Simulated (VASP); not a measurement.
# Pt: single point with LDA

Pt:

```xyz
1
Lattice="0.0000 1.9466 1.9466 1.9466 0.0000 1.9466 1.9466 1.9466 0.0000" Properties=species:S:1:pos:R:3 pbc="T T T"
Pt    0.0000    0.0000    0.0000
```

```json
{
 "Program": "VASP 6.6.1",
 "Task": "single point",
 "Functional": "LDA",
 "Potentials or basis": "VASP PAW LDA potentials, release 64 (Pt)",
 "Cutoff": "520 eV",
 "k mesh": "19 × 19 × 19",
 "Occupations": "methfessel-paxton, width 0.05 eV",
 "Spin": "no spin polarisation",
 "Dipole correction": "no",
 "Further INCAR settings": "ALGO = Normal; EDIFF = 1e-06; NBANDS = 11"
}
```

```json
{
  "Pressure": "0.8 GPa",
  "Band gap on the k mesh": "zero (bands 5 and 6 overlap by 2.28 eV)"
}
```

Levels at points of the mesh, in eV from the Fermi level:
```csv
k point,band 2,band 3,band 4,band 5,band 6,band 7,band 8,band 9
"(0.00, 0.00, 0.00)",-3.95,-3.95,-3.95,-1.67,-1.67,14.57,19.62,19.62
```

Wall time 37 s on 1 thread of Intel Xeon 8259CL, on a shared host, peak memory 0.15 GiB.

Caveat: spin-orbit coupling is left out, which moves the levels of the heavy elements.
